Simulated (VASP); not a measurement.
Here is a VASP 6.6.1 calculation.

Contents of INCAR:

```
SYSTEM = Hf
ALGO = Normal
EDIFF = 1E-7
ENCUT = 520
GGA = PE
ISIF = 2
ISMEAR = -1
LASPH = .True.
LCHARG = .False.
LREAL = .False.
LWAVE = .False.
NBANDS = 11
NELM = 100
PREC = Accurate
SIGMA = 0.05
```

File KPOINTS:

```
k-points
0
Gamma
  14 14 14
  0 0 0
```

File POSCAR:

```
Hf
1.0
   -1.7689000000      1.8050000000      1.8050000000
    1.8050000000     -1.7689000000      1.8050000000
    1.8050000000      1.8050000000     -1.7689000000
Hf
1
Direct
    0.0000000000      0.0000000000      0.0000000000
```

Potentials or basis: VASP PAW PBE potentials, release 64 (Hf_pv).

Command:

```console
$ cat potpaw_PBE.64/Hf_pv/POTCAR > POTCAR
$ mpirun -np 1 vasp_std > vasp.out
```

(1) Estimate the pressure.

(2) What does it give for the band gap on the k mesh?

Answers

(1) -5.2 GPa.

(2) zero (bands 5 and 6 overlap by 2.04 eV).

Caveat: the cell differs from its parent crystal (equal xy, yz and zx shear strains of +2 %); the cell stands under tension; spin-orbit coupling is left out, which moves the levels of the heavy elements.
